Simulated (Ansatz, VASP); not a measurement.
**CuO in VASP and in Ansatz**

```
Cu O
1.0
    -3.00858    3.00858    3.00858
     3.00858   -3.00858    3.00858
     3.00858    3.00858   -3.00858
Cu O
4 4
Cartesian
  0.7521 0.7521 0.7521
  -0.7521 2.2564 0.7521
  2.2564 0.7521 -0.7521
  0.7521 -0.7521 2.2564
  2.2564 2.2564 2.2564
  0.7521 3.7607 -0.7521
  3.7607 -0.7521 0.7521
  -0.7521 0.7521 3.7607
```

Alike in both runs: task relaxation of cell and atoms; functional PBE; k mesh 8 × 8 × 8; occupations gaussian, width 0.02 eV; no spin polarisation.

|  | VASP | Ansatz |
| --- | --- | --- |
| version | VASP 6.6.1 | Ansatz 0.2.0 |
| potentials or method | VASP PAW PBE potentials, release 64 (Cu, O), cutoff 600 eV | scalar-relativistic, plane waves, PAW |
| valence electrons in the cell | 68 | 100 |

```csv
,VASP,Ansatz,Ansatz less VASP
"gap on the k mesh at the Fermi level, each at its own relaxed structure (eV)",0.27,0.27,-0.002
relaxed volume (Å³/atom),13.62,13.62,0.000
relaxed cell length with the largest relative difference (Å),5.211,5.211,0.0000
```

VASP's potentials hold 68 valence electrons a cell and Ansatz's 100, so a difference there can come from the potentials and not from the codes.

Noted on VASP's run: the relaxation stopped at its first step, so nothing moved.
